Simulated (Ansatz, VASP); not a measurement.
# Al5Si in VASP and in Ansatz

The input INCAR:

```
SYSTEM = Al5Si
  PREC = Accurate
  ENCUT = 520
  EDIFF = 1E-6
  ISMEAR = -1
  SIGMA = 0.08
  LREAL = .False.
  LASPH = .True.
  NELM = 80
  ALGO = Normal
  ISIF = 2
  LWAVE = .False.
  LCHARG = .True.
  LDIPOL = .True.
  IDIPOL = 3
  DIPOL = 0.5 0.5 0.500
  GGA = PE
  LELF = .True.
  LVHAR = .True.
  LVACPOTAV = .True.
  NBANDS = 18
```

File KPOINTS:

```
Automatic mesh
0
Gamma
  13 9 1
  0 0 0
```

POSCAR

```
Al5Si
1.0
    2.8574853682      0.0000000000      0.0000000000
    0.0000000000      4.0410945620      0.0000000000
    0.0000000000      0.0000000000     23.1437000000
Al Si
5 1
Direct
    0.2500000000      0.2500000000      0.3515890114
    0.7500000000      0.7500000000      0.4064851375
    0.7500000000      0.7500000000      0.5288340590
    0.2500000000      0.2500000000      0.5935148630
    0.7500000000      0.7500000000      0.6484109903
    0.2500000000      0.2500000000      0.4711659389
```

Input for Ansatz:

```yaml
crystal:
  lattice:
    - [2.8574853682, 0.0, 0.0]
    - [0.0, 4.041094562, 0.0]
    - [0.0, 0.0, 23.1437]
  atoms:
    - { symbol: Al, position: [0.25, 0.25, 0.3515890114] }
    - { symbol: Al, position: [0.75, 0.75, 0.4064851375] }
    - { symbol: Si, position: [0.25, 0.25, 0.4711659389] }
    - { symbol: Al, position: [0.75, 0.75, 0.528834059] }
    - { symbol: Al, position: [0.25, 0.25, 0.593514863] }
    - { symbol: Al, position: [0.75, 0.75, 0.6484109903] }
kpoints:
  mp_grid: { grid: [13, 9, 1] }
scf:
  occupations: { method: fermi_dirac, width: 0.08 }
hamiltonian:
  xc: pbe
  pseudopotentials: { kind: all_electron, lapw: { basis_error: 0.001 } }
output:
  forces: true
  stress: true
  eigenvalues: true
efield:
  axis: 3
  amplitude: 0
  dipole_correction: true
```

Alike in both runs: task single point; functional PBE; k mesh 13 × 9 × 1; occupations fermi-dirac, width 0.08 eV; no spin polarisation.

|  | VASP | Ansatz |
| --- | --- | --- |
| version | VASP 6.6.1 | Ansatz 0.2.0 |
| potentials or method | VASP PAW PBE potentials, release 64 (Al, Si), cutoff 520 eV | all-electron LAPW, scalar-relativistic |

Ansatz gave:

```
rms of the force components (eV/Å) : 0.095
```

Question: Which values does VASP return?

Answer: rms of the force components (eV/Å): 0.096.

Ansatz ran all-electron here, and VASP with PAW potentials.
